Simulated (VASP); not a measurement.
**Bi: single point with LDA**

Crystal: Bi.

```
Bi
1.0
    -4.24366    4.24366    1.46296
     4.24366   -4.24366    1.46296
     4.24366    4.24366   -1.46296
Bi
1
Direct
  0.00000 0.00000 0.00000
```

```json
{
 "Program": "VASP 6.6.1",
 "Task": "single point",
 "Functional": "LDA",
 "Potentials or basis": "VASP PAW LDA potentials, release 64 (Bi_d)",
 "Cutoff": "520 eV",
 "k mesh": "6 × 6 × 6",
 "Occupations": "methfessel-paxton, width 0.1 eV",
 "Spin": "no spin polarisation"
}
```

```yaml
Pressure: -0.3 GPa
```

Stress tensor (GPa, compression positive):
```
-0.15  0.00  0.00
 0.00 -0.15  0.00
 0.00  0.00 -0.60
```

Levels at points of the mesh, in eV from the Fermi level:
```tsv
k point	band 6	band 7	band 8	band 9	band 10	band 11
(0.00, 0.00, 0.00)	-10.85	-0.62	-0.62	3.25	5.09	7.84
(0.50, 0.00, 0.00)	-7.57	-2.72	2.28	2.29	6.51	6.75
(0.50, 0.50, 0.00)	-10.84	-1.02	-0.58	4.32	5.52	6.33
(0.50, 0.50, 0.50)	-10.83	-0.96	-0.96	4.39	6.99	6.99
```

It took 75 s on 1 thread of Intel Xeon 6975P-C, with other jobs on the host, peak memory 0.25 GiB.

Caveat: the k points lie up to 0.38 Å⁻¹ apart; spin-orbit coupling is left out, which moves the levels of the heavy elements.
